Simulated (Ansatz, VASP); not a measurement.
## Two plane-wave programs on HfSiO4

```
Hf Si O
1.0
    -3.38955    3.38955    2.93658
     3.38955   -3.38955    2.93658
     3.38955    3.38955   -2.93658
Hf Si O
2 2 8
Direct
  0.00000 0.00000 0.00000
  0.75000 0.25000 0.50000
  0.25000 0.75000 0.50000
  0.50000 0.50000 0.00000
  0.13612 0.31787 0.81825
  0.06787 0.74962 0.68175
  0.06787 0.38612 0.31825
  0.49962 0.31787 0.18175
  0.68213 0.50038 0.81825
  0.61388 0.93213 0.68175
  0.25038 0.93213 0.31825
  0.68213 0.86388 0.18175
```

Change from the starting cell: epitaxial_xy strain +3.0%.

Alike in both runs: task single point; functional r2SCAN; k mesh 6 × 6 × 6; no spin polarisation.

|  | VASP | Ansatz |
| --- | --- | --- |
| version | VASP 6.6.1 | Ansatz 0.2.0 |
| potentials or method | VASP PAW PBE potentials, release 64 (Hf_pv, Si, O) | plane waves, PAW |
| plane-wave cutoff (eV) | 520 | 500 |
| occupations | gaussian, width 0.01 eV | fixed |
| valence electrons in the cell | 76 | 108 |

```tsv
	VASP	Ansatz	Ansatz less VASP
gap on the k mesh at the Fermi level (eV)	5.67	5.72	+0.059
pressure (GPa)	-8.6	-7.0	+1.59
traceless stress, the component that is largest in VASP (GPa)	7.25	7.03	-0.220
rms of the force components (eV/Å)	0.091	0.000	-0.0908
```

VASP's potentials were made for PBE, not for r2SCAN. Atom by atom the forces differ by 0.091 eV/Å (rms over components). VASP's potentials hold 76 valence electrons a cell and Ansatz's 108, so a difference there can come from the potentials and not from the codes.

Neither program's run includes spin-orbit coupling.
